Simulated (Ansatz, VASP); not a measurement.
**MoS2: VASP beside Ansatz**

POSCAR

```
MoS2
1.0
    3.2274600000      0.0000000000      0.0000000000
   -1.6137300000      2.7950700000      0.0000000000
    0.0000000000      0.0000000000      6.3124700000
Mo S
1 2
Direct
    0.9911100000      0.9768900000      0.4907000000
    0.3253000000      0.6624100000      0.2567600000
    0.6379600000      0.3263300000      0.7581100000
```

INCAR.step1

```
SYSTEM = MoS2
ALGO     = Normal         ! electronic algorithm
EDIFF    = 1E-4           ! SCF threshold, eV
ENCUT    = 520            ! plane-wave cutoff, eV
GGA      = PE             ! functional
ISMEAR   = -1             ! smearing method
LASPH    = .True.         ! aspherical terms in the spheres
LCHARG   = .False.        ! write CHGCAR
LREAL    = .False.        ! projectors in reciprocal space
LWAVE    = .True.         ! write WAVECAR
NBANDS   = 20             ! bands
NELM     = 100            ! most SCF steps
PREC     = Accurate       ! precision mode
SIGMA    = 0.1            ! smearing width, eV
```

The input INCAR.step2:

```
SYSTEM = MoS2
ALGO     = Normal         ! electronic algorithm
EDIFF    = 1E-6           ! SCF threshold, eV
ENCUT    = 520            ! plane-wave cutoff, eV
ISIF     = 2              ! what is computed and relaxed
ISMEAR   = -1             ! smearing method
ISTART   = 1            
LASPH    = .True.         ! aspherical terms in the spheres
LCHARG   = .False.        ! write CHGCAR
LMIXTAU  = .True.       
LREAL    = .False.        ! projectors in reciprocal space
LWAVE    = .False.        ! write WAVECAR
METAGGA  = R2SCAN         ! meta-GGA
NBANDS   = 20             ! bands
NELM     = 100            ! most SCF steps
PREC     = Accurate       ! precision mode
SIGMA    = 0.1            ! smearing width, eV
```

KPOINTS

```
k-points
0
Gamma
  7 7 3
  0 0 0
```

Input for Ansatz:

```yaml
crystal:
  lattice:
    - [3.22746, 0.0, 0.0]
    - [-1.61373, 2.79507, 0.0]
    - [0.0, 0.0, 6.31247]
  atoms:
    - { symbol: Mo, position: [0.99111, 0.97689, 0.4907] }
    - { symbol: S, position: [0.3253, 0.66241, 0.25676] }
    - { symbol: S, position: [0.63796, 0.32633, 0.75811] }
basis:
  ecutwfc: 650.0
  xc_grid: 2
kpoints:
  mp_grid:
    grid: [7, 7, 3]
hamiltonian:
  xc: r2scan
scf:
  convergence:
    dr2_threshold: 1.0e-09
  occupations:
    method: fermi_dirac
output:
  forces: true
  stress: true
```

Alike in both runs: task single point; functional r2SCAN; k mesh 7 × 7 × 3; no spin polarisation.

```csv
,VASP,Ansatz
version,VASP 6.6.1,Ansatz 0.2.0
potentials or method,"VASP PAW PBE potentials, release 64 (Mo_sv, S), cutoff 520 eV","plane waves, PAW"
occupations,"fermi-dirac, width 0.1 eV",fermi-dirac
valence electrons in the cell,26,26
```

VASP gave:

| Item | Value |
| --- | --- |
| pressure (GPa) | -2.0 |
| traceless stress, the component that is largest in VASP (GPa) | -1.87 |
| rms of the force components (eV/Å) | 0.934 |

Question: Which values does Ansatz return?

Answer: Pressure (GPa): -2.0; traceless stress, the component that is largest in VASP (GPa): -1.85; rms of the force components (eV/Å): 0.933.

VASP's potentials were made for PBE, not for r2SCAN. Atom by atom the forces differ by 0.003 eV/Å (rms over components). Ansatz's warnings: stress scf threshold loose.
